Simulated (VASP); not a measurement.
# AlP (F-43m) in VASP: elastic constants with r2SCAN

Aim: the elastic constants of AlP with r2SCAN.

All numbers are computed with VASP 6.6.1; they aren't measurements. Logs are shortened: lines on timing, memory, paths and dates and some standing lists are left out, and cuts for length are marked.

### Step 1. The cell of the first run

The structure is cubic, space group F-43m (No. 216). Conventional cell: a = 5.250 Å, b = 5.250 Å, c = 5.250 Å, α = 90.00°, β = 90.00°, γ = 90.00°. Al (site symmetry -43m) has 4 P at 2.27 Å within 3.0 Å. P (site symmetry -43m) has 4 Al at 2.27 Å within 3.0 Å.

### Step 2. Elastic constants, r2SCAN

Contents of INCAR:

```
PREC     = Accurate       # precision mode
ENCUT    = 550            # plane-wave cutoff, eV
EDIFF    = 1E-8           # SCF threshold, eV
ISMEAR   = 0              # smearing method
SIGMA    = 0.01           # smearing width, eV
LREAL    = F              # projectors in reciprocal space
LASPH    = T              # aspherical terms in the spheres
NELM     = 120            # most SCF steps
ALGO     = Normal         # electronic algorithm
ISIF     = 3              # what is computed and relaxed
LWAVE    = F              # write WAVECAR
LCHARG   = F              # write CHGCAR
METAGGA  = R2SCAN         # meta-GGA
LMIXTAU  = T            
IBRION   = 6              # ionic algorithm
NFREE    = 2            
POTIM    = 0.015          # step
NSW      = 1              # ionic steps
GGA_COMPAT= F
```

Contents of KPOINTS:

```
regular mesh
0
Gamma
  8 8 8
```

Contents of POSCAR:

```
AlP
1.0
    0.0000000000      2.6248091728      2.6248091728
    2.6248091728      0.0000000000      2.6248091728
    2.6248091728      2.6248091728      0.0000000000
Al P
1 1
Direct
    0.0000000000      0.0000000000      0.0000000000
    0.7500000000      0.7500000000      0.7500000000
```

Potentials or basis: VASP PAW PBE potentials, release 64 (Al, P).

Command:

```bash
cat potpaw_PBE.64/Al/POTCAR potpaw_PBE.64/P/POTCAR > POTCAR
mpirun -np 1 vasp_std > vasp.out
```

OUTCAR:

```text
PREC = Accurate
   ENCUT = 550
   EDIFF = 1E-8
   ISMEAR = 0
   LREAL = F
   LASPH = T
   NELM = 120
   ISIF = 3
   METAGGA = R2SCAN
   IBRION = 6
   NFREE = 2
   POTIM = 0.015
   NSW = 1

 ion  position               nearest neighbor table
   1  0.000  0.000  0.000-   2 2.27   2 2.27   2 2.27   2 2.27
   2  0.750  0.750  0.750-   1 2.27   1 2.27   1 2.27   1 2.27

  LATTYP: Found a face centered cubic cell.
 ALAT       =     5.2496183456

  Lattice vectors:

 A1 = (   0.0000000000,   2.6248091728,   2.6248091728)
 A2 = (   2.6248091728,   0.0000000000,   2.6248091728)
 A3 = (   2.6248091728,   2.6248091728,   0.0000000000)

Analysis of symmetry for initial positions (statically):
=====================================================================
 Subroutine PRICEL returns:
 Original cell was already a primitive cell.

 Routine SETGRP: Setting up the symmetry group for a
 face centered cubic supercell.

 Subroutine GETGRP returns: Found 24 space group operations
 (whereof 24 operations were pure point group operations)
 out of a pool of 48 trial point group operations.

The static configuration has the point symmetry T_d .

Analysis of symmetry for dynamics (positions and initial velocities):
=====================================================================
 Subroutine PRICEL returns:
 Original cell was already a primitive cell.

 Routine SETGRP: Setting up the symmetry group for a
 face centered cubic supercell.

 Subroutine GETGRP returns: Found 24 space group operations
 (whereof 24 operations were pure point group operations)
 out of a pool of 48 trial point group operations.

The dynamic configuration has the point symmetry T_d .

 Subroutine INISYM returns: Found 24 space group operations
 (whereof 24 operations are pure point group operations),
 and found     1 'primitive' translations

[... 599 lines left out ...]
      3       2.6231      2.00000
      4       3.8047      2.00000
      5       9.9557      0.00000
      6      10.7866      0.00000
      7      13.3389      0.00000
      8      14.3606      0.00000

 [... further k-points ...]

------------------------ aborting loop because EDIFF is reached ----------------------------------------

  FORCE on cell =-STRESS in cart. coord.  units (eV):
  Direction    XX          YY          ZZ          XY          YZ          ZX
  --------------------------------------------------------------------------------------
  -------------------------------------------------------------------------------------
  Total        3.2923423      3.2974187      3.2974187      0.0000000     -0.2121623      0.0000000
  in kB      145.8452762    146.0701495    146.0701495      0.0000000     -9.3984360      0.0000000
  external PRESSURE =     145.9951917 kB  Pullay stress =       0.0000000 kB
[... 17 lines left out ...]
  FREE ENERGIE OF THE ION-ELECTRON SYSTEM (eV)
  ---------------------------------------------------
  free  energy   TOTEN  =       -17.0104829241 eV

  energy  without entropy=      -17.0104829241  energy(sigma->0) =      -17.01048292

 INTERNAL STRAIN TENSORS FROM STRAINED CELLS
 ============================================

 INTERNAL STRAIN TENSOR FOR ION    1 for displacements in x,y,z  (eV/Angst):
          X           Y           Z          XY          YZ          ZX
  --------------------------------------------------------------------------------
  x    -0.00000     0.00000    -0.00000     0.00000   -14.10776    -0.00000
  y     0.00000     0.00000    -0.00000     0.00000     0.00000   -14.10770
  z     0.00000     0.00000     0.00000   -14.10748     0.00000     0.00000

 INTERNAL STRAIN TENSORS FROM DISPLACED ATOMS
 ============================================

 INTERNAL STRAIN TENSOR FOR ION    1 for displacements in x,y,z  (eV/Angst):
          X           Y           Z          XY          YZ          ZX
  --------------------------------------------------------------------------------
  x     0.00000     0.00000     0.00000     0.00000   -14.10593     0.00000
  y     0.00000     0.00000     0.00000     0.00000     0.00000   -14.10593
  z     0.00000     0.00000     0.00000   -14.10593     0.00000     0.00000

 INTERNAL STRAIN TENSOR FOR ION    2 for displacements in x,y,z  (eV/Angst):
          X           Y           Z          XY          YZ          ZX
  --------------------------------------------------------------------------------
  x     0.00000    -0.00000    -0.00000     0.00000    14.14394     0.00000
  y    -0.00000     0.00000    -0.00000     0.00000     0.00000    14.14394
  z    -0.00000    -0.00000     0.00000    14.14394     0.00000     0.00000

 Eigenvectors and eigenvalues of the dynamical matrix
 ----------------------------------------------------

   1 f  =   15.316634 THz    96.237250 2PiTHz  510.907917 cm-1    63.344480 meV
             X         Y         Z           dx          dy          dz
      0.000000  0.000000  0.000000     0.000000    0.000000    0.729979
      3.937214  3.937214  3.937214     0.000000   -0.000000   -0.683469
[... 21 lines left out ...]
   6 f/i=    0.024246 THz     0.152340 2PiTHz    0.808749 cm-1     0.100272 meV
             X         Y         Z           dx          dy          dz
      0.000000  0.000000  0.000000     0.628933   -0.259643   -0.064492
      3.937214  3.937214  3.937214     0.671732   -0.277312   -0.068881

--------------------------------------------------------------------------------------------------------

 ELASTIC MODULI CONTR FROM IONIC RELAXATION (kBar)
 Direction    XX          YY          ZZ          XY          YZ          ZX
 --------------------------------------------------------------------------------
 XX          -0.0000     -0.0000     -0.0000      0.0000     -0.0000      0.0000
 YY          -0.0000     -0.0000     -0.0000      0.0000      0.0000     -0.0000
 ZZ          -0.0000     -0.0000     -0.0000     -0.0000      0.0000      0.0000
 XY           0.0000      0.0000     -0.0000   -638.3763     -0.0000      0.0000
 YZ          -0.0000      0.0000      0.0000     -0.0000   -638.3763      0.0000
 ZX           0.0000     -0.0000      0.0000      0.0000      0.0000   -638.3763
 --------------------------------------------------------------------------------

 TOTAL ELASTIC MODULI (kBar)
 Direction    XX          YY          ZZ          XY          YZ          ZX
 --------------------------------------------------------------------------------
 XX        1722.6895   1110.0023   1110.0023     -0.0000     -0.0000     -0.0000
 YY        1110.0023   1722.6895   1110.0023      0.0000      0.0000     -0.0000
 ZZ        1110.0023   1110.0023   1722.6895     -0.0000     -0.0000      0.0000
 XY          -0.0000      0.0000     -0.0000    685.3607     -0.0000      0.0000
 YZ          -0.0000      0.0000     -0.0000     -0.0000    685.3607      0.0000
 ZX          -0.0000     -0.0000      0.0000      0.0000      0.0000    685.3607
 --------------------------------------------------------------------------------
```

It took 13 min on 1 thread of Intel Xeon 6975P-C (Granite Rapids), shared host; peak memory 0.25 GiB.

Results:

- Elastic constants C11, C12, C44: 172, 111, 69 GPa
- Voigt bulk modulus: 131 GPa
- Highest phonon frequency at Γ, LO-TO splitting left out: 511 cm⁻¹

Phonon frequencies in cm⁻¹ (negative: imaginary):
```tsv
q point	frequencies
(0.000, 0.000, 0.000)	-1 -1 -1 511 511 511
```

Elastic tensor in Voigt notation (GPa, in the Cartesian axes of the cell as first typed):
```
172 111 111   0   0   0
111 172 111   0   0   0
111 111 172   0   0   0
  0   0   0  69   0   0
  0   0   0   0  69   0
  0   0   0   0   0  69
```

Clamped-ion elastic tensor (GPa):
```
172 111 111   0   0   0
111 172 111   0   0   0
111 111 172   0   0   0
  0   0   0 132   0   0
  0   0   0   0 132   0
  0   0   0   0   0 132
```

Caveat: the cell is under stress, which shifts elastic constants; the PAW data sets were made with another functional, which shifts forces and pressure a little.
